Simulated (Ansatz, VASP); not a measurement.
NaH: VASP beside Ansatz

```xyz
2
Lattice="0.0000 2.4132 2.4132 2.4132 0.0000 2.4132 2.4132 2.4132 0.0000" Properties=species:S:1:pos:R:3 pbc="T T T"
Na    0.0000    0.0000    0.0000
H     2.4132    2.4132    2.4132
```

Alike in both runs: functional r2SCAN; k mesh 10 × 10 × 10; occupations fermi-dirac, width 0.02 eV; no spin polarisation.

Ansatz relaxed the structure, and its values are those at the end. VASP's run is a single point on that final structure, the one shown.

|  | VASP | Ansatz |
| --- | --- | --- |
| version | VASP 6.6.1 | Ansatz 0.2.0 |
| potentials or method | VASP PAW PBE potentials, release 64 (Na_pv, H), cutoff 520 eV | PAW plane waves |
| valence electrons in the cell | 8 | 10 |

|  | VASP | Ansatz | Ansatz less VASP |
| --- | --- | --- | --- |
| gap on the k mesh at the Fermi level (eV) | 4.39 | 4.38 | -0.009 |
| pressure (GPa) | -0.6 | -0.5 | +0.17 |

VASP's potentials were made for PBE, not for r2SCAN. VASP's potentials hold 8 valence electrons a cell and Ansatz's 10, so a difference there can come from the potentials and not from the codes. Ansatz's warnings: stress scf threshold loose.
